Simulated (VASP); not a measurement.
Here is a VASP 6.6.1 calculation.

The input INCAR:

```
ALGO = Normal
EDIFF = 1E-6
ENCUT = 520
GGA = PE
ISIF = 2
ISMEAR = -1
LASPH = True
LCHARG = False
LREAL = False
LWAVE = False
NBANDS = 12
NELM = 60
PREC = Accurate
SIGMA = 0.06122561905347299
```

File KPOINTS:

```
k-points
0
Gamma
  22 22 22
```

POSCAR

```
V
1.0
    2.4489880591      0.0000000000      0.0000000000
    0.0000000000      2.4489880591      0.0000000000
    0.0000000000      0.0000000000      2.4489880591
V
1
Direct
    0.0000000000      0.0000000000      0.0000000000
```

Potentials or basis: VASP PAW PBE potentials, release 64 (V_sv).

Command:

```console
$ cat potpaw_PBE.64/V_sv/POTCAR > POTCAR
$ mpirun -np 1 vasp_std > vasp.out
```

Problem. Predict the band gap on the k mesh.

Solution. Zero (an odd number of electrons rules out a gap without spin polarisation).

Problem. What does it give for the pressure?

Solution. 0.1 GPa.
